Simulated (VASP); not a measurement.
# SiNi (Pnma) in VASP: further runs, part 2 of 2

VASP 6.6.1. The steps go on from the part before.

**3. Single point, PBE (12.46 Å³/atom)**

This run uses another cell than the first one, of 12.46 Å³/atom.

INCAR reads:

```
SYSTEM = SiNi
  PREC = Accurate
  ENCUT = 520
  EDIFF = 1E-7
  ISMEAR = 0
  SIGMA = 0.05
  LREAL = .False.
  LASPH = .True.
  NELM = 100
  ALGO = Normal
  ISIF = 2
  LWAVE = .False.
  LCHARG = .False.
  GGA = PE
  NBANDS = 38
```

KPOINTS reads:

```
Automatic mesh
0
Gamma
  8 10 6
  0 0 0
```

POSCAR reads:

```
SiNi
1.0
    5.1818350652      0.0000000000      0.0000000000
    0.0000000000      3.3968938707      0.0000000000
    0.0000000000      0.0000000000      5.6651921013
Si Ni
4 4
Direct
    0.3204084574      0.7500000000      0.0836233362
    0.1795915426      0.2500000000      0.5836233362
    0.8204084574      0.7500000000      0.4163766638
    0.6795915426      0.2500000000      0.9163766638
    0.0074919128      0.2500000000      0.1894931110
    0.4925080872      0.7500000000      0.6894931110
    0.5074919128      0.2500000000      0.3105068890
    0.9925080872      0.7500000000      0.8105068890
```

Potentials or basis: VASP PAW PBE potentials, release 64 (Si, Ni).

Launch:

```sh
$ cat potpaw_PBE.64/Si/POTCAR potpaw_PBE.64/Ni/POTCAR > POTCAR
$ mpirun -np 1 vasp_std > vasp.out
```

OUTCAR:

```text
SYSTEM = SiNi
   PREC = Accurate
   ENCUT = 520
   EDIFF = 1E-7
   ISMEAR = 0
   LREAL = .False.
   LASPH = .True.
   NELM = 100
   ISIF = 2
   GGA = PE

 ion  position               nearest neighbor table
   1  0.320  0.750  0.084-   8 2.30   7 2.34   7 2.34   6 2.40   5 2.42   5 2.42   4 2.69   4 2.69

   2  0.180  0.250  0.584-   7 2.30   8 2.34   8 2.34   5 2.40   6 2.42   6 2.42   3 2.69   3 2.69

   3  0.820  0.750  0.416-   6 2.30   5 2.34   5 2.34   8 2.40   7 2.42   7 2.42   2 2.69   2 2.69

   4  0.680  0.250  0.916-   5 2.30   6 2.34   6 2.34   7 2.40   8 2.42   8 2.42   1 2.69   1 2.69

   5  0.007  0.250  0.189-   4 2.30   3 2.34   3 2.34   2 2.40   1 2.42   1 2.42   7 2.68   7 2.68
                             8 2.74   8 2.74
   6  0.493  0.750  0.689-   3 2.30   4 2.34   4 2.34   1 2.40   2 2.42   2 2.42   8 2.68   8 2.68
                             7 2.74   7 2.74
   7  0.507  0.250  0.311-   2 2.30   1 2.34   1 2.34   4 2.40   3 2.42   3 2.42   5 2.68   5 2.68
                             6 2.74   6 2.74
   8  0.993  0.750  0.811-   1 2.30   2 2.34   2 2.34   3 2.40   4 2.42   4 2.42   6 2.68   6 2.68
                             5 2.74   5 2.74

  LATTYP: Found a simple orthorhombic cell.
[... 209 lines left out ...]
      2       0.5317      2.00000
      3       1.8031      2.00000
      4       2.3692      2.00000
      5       3.6904      2.00000
      6       4.1427      2.00000
[... 973 lines left out ...]
     37      15.9178      0.00000
     38      16.4882      0.00000

 [... further k-points ...]

------------------------ aborting loop because EDIFF is reached ----------------------------------------

  FORCE on cell =-STRESS in cart. coord.  units (eV):
  Direction    XX          YY          ZZ          XY          YZ          ZX
  --------------------------------------------------------------------------------------
  -------------------------------------------------------------------------------------
  Total       -1.8850129     -1.9691647     -1.9014207      0.0000000      0.0000000      0.0000000
  in kB      -30.2861938    -31.6382474    -30.5498150      0.0000000      0.0000000      0.0000000
  external PRESSURE =     -30.8247520 kB  Pullay stress =       0.0000000 kB

 VOLUME and BASIS-vectors are now :
 -----------------------------------------------------------------------------
  energy-cutoff  :      520.00
  volume of cell :       99.72
      direct lattice vectors                 reciprocal lattice vectors
     5.181835065  0.000000000  0.000000000     0.192981827  0.000000000  0.000000000
     0.000000000  3.396893871  0.000000000     0.000000000  0.294386589  0.000000000
     0.000000000  0.000000000  5.665192101     0.000000000  0.000000000  0.176516521

 POSITION                                       TOTAL-FORCE (eV/Angst)
 -----------------------------------------------------------------------------------
      1.66030      2.54767      0.47374        -0.000111      0.000000      0.000607
      0.93061      0.84922      3.30634         0.000111      0.000000      0.000607
      4.25122      2.54767      2.35885        -0.000111      0.000000     -0.000607
      3.52153      0.84922      5.19145         0.000111      0.000000     -0.000607
      0.03882      0.84922      1.07351         0.010043     -0.000000     -0.002090
      2.55210      2.54767      3.90611        -0.010043      0.000000     -0.002090
      2.62974      0.84922      1.75908         0.010043      0.000000      0.002090
      5.14301      2.54767      4.59168        -0.010043      0.000000      0.002090
 -----------------------------------------------------------------------------------
    total drift:                               -0.000000      0.000000     -0.000000

  FREE ENERGIE OF THE ION-ELECTRON SYSTEM (eV)
  ---------------------------------------------------
  free  energy   TOTEN  =       -47.5861526473 eV

  energy  without entropy=      -47.5838970733  energy(sigma->0) =      -47.58502486
```

OSZICAR:

```text
N       E                     dE             d eps       ncg     rms          rms(c)
DAV:   1     0.362525592916E+03    0.36253E+03   -0.24139E+04  9120   0.172E+03
DAV:   2    -0.238413171650E+02   -0.38637E+03   -0.37059E+03  9132   0.360E+02
DAV:   3    -0.535408921730E+02   -0.29700E+02   -0.28608E+02 10242   0.119E+02
DAV:   4    -0.545362849159E+02   -0.99539E+00   -0.98886E+00 10850   0.199E+01
DAV:   5    -0.545697088718E+02   -0.33424E-01   -0.33413E-01 11248   0.351E+00    0.276E+01
DAV:   6    -0.650452139583E+02   -0.10476E+02   -0.13578E+02 10598   0.171E+02    0.387E+01
DAV:   7    -0.476081887176E+02    0.17437E+02   -0.43502E+01 10732   0.106E+02    0.620E+00
DAV:   8    -0.476914906925E+02   -0.83302E-01   -0.67574E+00 13324   0.206E+01    0.381E+00
DAV:   9    -0.475884565937E+02    0.10303E+00   -0.60442E-01 11608   0.970E+00    0.791E-01
DAV:  10    -0.475875873101E+02    0.86928E-03   -0.22597E-02 11200   0.168E+00    0.499E-01
DAV:  11    -0.475862050707E+02    0.13822E-02   -0.46338E-03 12676   0.839E-01    0.117E-01
DAV:  12    -0.475862026952E+02    0.23755E-05   -0.33266E-04 10482   0.122E-01    0.714E-02
DAV:  13    -0.475861518064E+02    0.50889E-04   -0.87235E-05 14164   0.112E-01    0.187E-02
DAV:  14    -0.475861530558E+02   -0.12493E-05   -0.18471E-05 10168   0.237E-02    0.548E-03
DAV:  15    -0.475861521519E+02    0.90390E-06   -0.87156E-07 12868   0.814E-03    0.374E-03
DAV:  16    -0.475861525642E+02   -0.41236E-06   -0.14805E-07  6092   0.559E-03    0.747E-04
DAV:  17    -0.475861526736E+02   -0.10936E-06   -0.10135E-07  5710   0.181E-03    0.682E-04
DAV:  18    -0.475861526473E+02    0.26234E-07   -0.23991E-08  5232   0.161E-03
   1 F= -.47586153E+02 E0= -.47585025E+02  d E =-.225557E-02
```

It took 6.6 min on 1 thread of Intel Xeon Platinum 8488C (Sapphire Rapids), shared host; peak memory 0.45 GiB.

Results:

| Item | Value |
| --- | --- |
| Free energy | -47.5862 eV |
| Pressure | -3.1 GPa |
| Largest force | 0.010 eV/Å |
| Band gap on the k mesh | zero (bands 28 and 29 overlap by 1.79 eV) |

Forces in eV/Å, atoms in the order of the input:
```
Si   0.000  0.000  0.001
Si   0.000  0.000  0.001
Si   0.000  0.000 -0.001
Si   0.000  0.000 -0.001
Ni   0.010  0.000 -0.002
Ni  -0.010  0.000 -0.002
Ni   0.010  0.000  0.002
Ni  -0.010  0.000  0.002
```

Caveat: the cell stands under tension. Spin polarisation is off, so any magnetic state and its effect on volume and gap are missing.

**4. Single point, PBE (12.71 Å³/atom)**

This run uses another cell than the first one, of 12.71 Å³/atom.

INCAR reads:

```
SYSTEM = SiNi
PREC = Accurate
ENCUT = 520
EDIFF = 1E-7
ISMEAR = 0
SIGMA = 0.05
LREAL = .False.
LASPH = .True.
NELM = 80
ALGO = Normal
ISIF = 2
LWAVE = .False.
LCHARG = .False.
GGA = PE
NBANDS = 38
```

KPOINTS is that of step 3.

POSCAR reads:

```
SiNi
1.0
    5.2122199163      0.0000000000      0.0000000000
    0.0000000000      3.4155034942      0.0000000000
    0.0000000000      0.0000000000      5.7113122821
Si Ni
4 4
Direct
    0.3194249861      0.7500000000      0.0830274246
    0.1805750139      0.2500000000      0.5830274246
    0.8194249861      0.7500000000      0.4169725754
    0.6805750139      0.2500000000      0.9169725754
    0.0066580128      0.2500000000      0.1905545744
    0.4933419872      0.7500000000      0.6905545744
    0.5066580128      0.2500000000      0.3094454256
    0.9933419872      0.7500000000      0.8094454256
```

Potentials or basis: VASP PAW PBE potentials, release 64 (Si, Ni).

Launch:

```sh
$ cat potpaw_PBE.64/Si/POTCAR potpaw_PBE.64/Ni/POTCAR > POTCAR
$ mpirun -np 1 vasp_std > vasp.out
```

OUTCAR:

```text
SYSTEM = SiNi
   PREC = Accurate
   ENCUT = 520
   EDIFF = 1E-7
   ISMEAR = 0
   LREAL = .False.
   LASPH = .True.
   NELM = 80
   ISIF = 2
   GGA = PE

 ion  position               nearest neighbor table
   1  0.319  0.750  0.083-   8 2.31   7 2.35   7 2.35   6 2.42   5 2.44   5 2.44   4 2.71   4 2.71

   2  0.181  0.250  0.583-   7 2.31   8 2.35   8 2.35   5 2.42   6 2.44   6 2.44   3 2.71   3 2.71

   3  0.819  0.750  0.417-   6 2.31   5 2.35   5 2.35   8 2.42   7 2.44   7 2.44   2 2.71   2 2.71

   4  0.681  0.250  0.917-   5 2.31   6 2.35   6 2.35   7 2.42   8 2.44   8 2.44   1 2.71   1 2.71

   5  0.007  0.250  0.191-   4 2.31   3 2.35   3 2.35   2 2.42   1 2.44   1 2.44   7 2.69   7 2.69
                             8 2.77   8 2.77
   6  0.493  0.750  0.691-   3 2.31   4 2.35   4 2.35   1 2.42   2 2.44   2 2.44   8 2.69   8 2.69
                             7 2.77   7 2.77
   7  0.507  0.250  0.309-   2 2.31   1 2.35   1 2.35   4 2.42   3 2.44   3 2.44   5 2.69   5 2.69
                             6 2.77   6 2.77
   8  0.993  0.750  0.809-   1 2.31   2 2.35   2 2.35   3 2.42   4 2.44   4 2.44   6 2.69   6 2.69
                             5 2.77   5 2.77

  LATTYP: Found a simple orthorhombic cell.
 ALAT       =     3.4155034942
 B/A-ratio  =     1.5260473090
 C/A-ratio  =     1.6721728705

  Lattice vectors:

 A1 = (   0.0000000000,  -3.4155034942,   0.0000000000)
 A2 = (   5.2122199163,   0.0000000000,   0.0000000000)
 A3 = (   0.0000000000,   0.0000000000,   5.7113122821)

Analysis of symmetry for initial positions (statically):
=====================================================================
 Subroutine PRICEL returns:
 Original cell was already a primitive cell.

 Routine SETGRP: Setting up the symmetry group for a
 simple orthorhombic supercell.

 Subroutine GETGRP returns: Found  8 space group operations
 (whereof  2 operations were pure point group operations)
 out of a pool of  8 trial point group operations.

The static configuration has the point symmetry S_2 .
 The point group associated with its full space group is D_2h.

[... 150 lines left out ...]
   GGA     = PE    functional components
   LHFCALC =     F    Hartree Fock is set to
   AEXX    =    0.0000 exact exchange contribution
   IVDW    =     0    specifies the selected vdW correction
   LEPSILON=     F    determine dielectric tensor
   LRPA    =     F    only Hartree local field effects (RPA)
 non-spin polarized calculation
 Gauss-broadening in eV      SIGMA  =   0.05
  energy-cutoff  :      520.00
  volume of cell :      101.67
 maximum number of plane-waves:      2769
 NGX is ok and might be reduce to    40
   NGX = 19   NGY = 13   NGZ = 21

 number of electron      56.0000024 magnetization

 Free energy of the ion-electron system (eV)
  ---------------------------------------------------
  ext. energy  EPLUGINS =         0.00000000
  ---------------------------------------------------
  free energy    TOTEN  =       -47.53114339 eV

  energy without entropy =      -47.52868282  energy(sigma->0) =      -47.52991311

 E-fermi :   9.7284     XC(G=0): -11.9737

 val. band max:        9.7270946505   @ k =   0.2500   0.5000   0.0000
 cond. band min:       9.7356989138   @ k =   0.0000   0.3000   0.0000
 fundamental gap:      0.0086042634
 Fermi energy:         9.7284416144

 k-point     1 :       0.0000    0.0000    0.0000
  band No.  band energies     occupation
      1      -2.8434      2.00000
      2       0.3637      2.00000
      3       1.6279      2.00000
      4       2.1695      2.00000
      5       3.5187      2.00000
      6       3.9547      2.00000
[... 973 lines left out ...]
     37      15.5980      0.00000
     38      16.1560      0.00000

 [... further k-points ...]

------------------------ aborting loop because EDIFF is reached ----------------------------------------

  FORCE on cell =-STRESS in cart. coord.  units (eV):
  Direction    XX          YY          ZZ          XY          YZ          ZX
  --------------------------------------------------------------------------------------
  -------------------------------------------------------------------------------------
  Total       -3.6873077     -3.7869565     -3.7085932      0.0000000      0.0000000      0.0000000
  in kB      -58.1040743    -59.6743264    -58.4394884      0.0000000      0.0000000      0.0000000
  external PRESSURE =     -58.7392964 kB  Pullay stress =       0.0000000 kB

 VOLUME and BASIS-vectors are now :
 -----------------------------------------------------------------------------
  energy-cutoff  :      520.00
  volume of cell :      101.67
      direct lattice vectors                 reciprocal lattice vectors
     5.212219916  0.000000000  0.000000000     0.191856832  0.000000000  0.000000000
     0.000000000  3.415503494  0.000000000     0.000000000  0.292782602  0.000000000
     0.000000000  0.000000000  5.711312282     0.000000000  0.000000000  0.175091109

 POSITION                                       TOTAL-FORCE (eV/Angst)
 -----------------------------------------------------------------------------------
      1.66491      2.56163      0.47420         0.000009      0.000000      0.000390
      0.94120      0.85388      3.32985        -0.000009      0.000000      0.000390
      4.27102      2.56163      2.38146         0.000009      0.000000     -0.000390
      3.54731      0.85388      5.23712        -0.000009      0.000000     -0.000390
      0.03470      0.85388      1.08832         0.009868     -0.000000     -0.001409
      2.57141      2.56163      3.94397        -0.009868     -0.000000     -0.001409
      2.64081      0.85388      1.76734         0.009868      0.000000      0.001409
      5.17752      2.56163      4.62300        -0.009868     -0.000000      0.001409
 -----------------------------------------------------------------------------------
    total drift:                               -0.000000     -0.000000     -0.000000

  FREE ENERGIE OF THE ION-ELECTRON SYSTEM (eV)
  ---------------------------------------------------
  free  energy   TOTEN  =       -47.5311433904 eV

  energy  without entropy=      -47.5286828209  energy(sigma->0) =      -47.52991311
```

stdout:

```text
POSCAR found type information on POSCAR SiNi
 POSCAR found :  2 types and       8 ions
 scaLAPACK will be used
 LDA part: xc-table for (Slater+PW92), standard interpolation
 POSCAR, INCAR and KPOINTS ok, starting setup
 FFT: planning ... GRIDC
 FFT: planning ... GRID_SOFT
 FFT: planning ... GRID
 WAVECAR not read
 entering main loop
```

Wall time 9.5 min (1 thread of Intel Xeon Platinum 8488C (Sapphire Rapids), shared host); peak memory 0.45 GiB.

What came out:

```yaml
Free_energy: -47.5311 eV
Pressure: -5.9 GPa
Largest_force: 0.010 eV/Å
Band_gap_on_the_k_mesh: zero (bands 28 and 29 overlap by 1.76 eV)
```

Forces in eV/Å, atoms in the order of the input:
```
Si   0.000  0.000  0.000
Si   0.000  0.000  0.000
Si   0.000  0.000  0.000
Si   0.000  0.000  0.000
Ni   0.010  0.000 -0.001
Ni  -0.010  0.000 -0.001
Ni   0.010  0.000  0.001
Ni  -0.010  0.000  0.001
```

Caveat: the cell stands under tension.

**5. Overview**

```tsv
cell	gap on the mesh (eV)	pressure (GPa)	largest force (eV/Å)
a = 5.151, b = 3.378, c = 5.619 Å, 8 atoms, atomic positions A	none	0.0	0.01
a = 5.182, b = 3.397, c = 5.665 Å, 8 atoms, atomic positions B	none	-3.1	0.01
a = 5.212, b = 3.416, c = 5.711 Å, 8 atoms, atomic positions C	none	-5.9	0.01
```

Alike in all rows: task single point; level PBE; potentials or basis VASP PAW PBE potentials, release 64 (Si, Ni); no spin polarisation; k mesh 8 × 10 × 6; cutoff (eV) 520; smearing gaussian 0.05 eV.

Caveats: the cell stands under tension (at least some runs).

Absolute energies hang on the potentials; compare differences alone.

The gap in the log of VASP goes by the Fermi energy; the results here count the filled bands.